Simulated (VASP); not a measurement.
Wanted: the native input for a VASP 6.6.1 run.

```yaml
Task: single point
Functional: LDA
Potentials_or_basis: VASP PAW LDA potentials, release 64 (In_d)
Cutoff: 520 eV
k_mesh: 12 × 12 × 12
Occupations: fermi-dirac, width 0.05 eV
Spin: no spin polarisation
Dipole_correction: no
Further_INCAR_settings: ALGO = Normal; EDIFF = 1e-06; NBANDS = 20
```

The structure of In lies in POSCAR:

```
In
1.0
    0.0000000000      2.8691012279      2.8691012279
    2.8691012279      0.0000000000      2.8691012279
    2.8691012279      2.8691012279      0.0000000000
In
2
Direct
   -0.1250000000     -0.1250000000     -0.1250000000
    0.1250000000      0.1250000000      0.1250000000
```

This isn't the form of In at room conditions, which is tetragonal.

The input as run:

INCAR

```
SYSTEM = In
ALGO     = Normal         ! electronic algorithm
EDIFF    = 1E-6           ! SCF threshold, eV
ENCUT    = 520            ! plane-wave cutoff, eV
GGA      = CA             ! functional
ISIF     = 2              ! what is computed and relaxed
ISMEAR   = -1             ! smearing method
LASPH    = .TRUE.         ! aspherical terms in the spheres
LCHARG   = .FALSE.        ! write CHGCAR
LREAL    = .FALSE.        ! projectors in reciprocal space
LWAVE    = .FALSE.        ! write WAVECAR
NBANDS   = 20             ! bands
NELM     = 60             ! most SCF steps
PREC     = Accurate       ! precision mode
SIGMA    = 0.05           ! smearing width, eV
```

KPOINTS

```
k-points
0
G
  12 12 12
  0 0 0
```

Potentials or basis: VASP PAW LDA potentials, release 64 (In_d).

Command:

```console
$ cat potpaw_LDA.64/In_d/POTCAR > POTCAR
$ mpirun -np 1 vasp_std > vasp.out
```

It gave:

The pressure is 28.9 GPa and the band gap on the k mesh is zero (bands 13 and 14 overlap by 6.05 eV).

Caveat: the cell stands under pressure; spin-orbit coupling is left out, which moves the levels of the heavy elements.

It took 77 s on 1 thread of Intel Xeon 8259CL (shared host), peak memory 0.18 GiB.
